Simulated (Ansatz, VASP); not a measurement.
# Two plane-wave programs on RbCaH3

```xyz
5
Lattice="4.5470 0.0000 0.0000 0.0000 4.5470 -0.1364 0.0000 -0.1364 4.5470" Properties=species:S:1:pos:R:3 pbc="T T T"
Rb    0.0000    0.0000    0.0000
Ca    2.2735    2.2053    2.2053
H     0.0000    2.2053    2.2053
H     2.2735   -0.0682    2.2735
H     2.2735    2.2735   -0.0682
```

Change from the starting cell: strain -0.0600 x Voigt [0, 0, 0, 1, 0, 0], atoms carried along.

Alike in both runs: task single point; functional LDA; k mesh 6 × 6 × 6; occupations gaussian, width 0.05 eV; no spin polarisation.

|  | VASP | Ansatz |
| --- | --- | --- |
| version | VASP 6.6.1 | Ansatz 0.2.0 |
| potentials or method | VASP PAW LDA potentials, release 64 (Rb_sv, Ca_sv, H), cutoff 520 eV | scalar-relativistic, plane waves, PAW |
| valence electrons in the cell | 22 | 22 |

```tsv
	VASP	Ansatz	Ansatz less VASP
gap on the k mesh at the Fermi level (eV)	2.76	2.77	+0.009
least direct gap on the mesh (eV)	2.76	2.77	+0.009
pressure (GPa)	-2.4	-2.4	-0.02
traceless stress, the component that is largest in VASP (GPa)	1.02	1.03	+0.001
```

LDA's correlation is that of Perdew and Zunger in VASP and of Perdew and Wang (1992) in Ansatz.
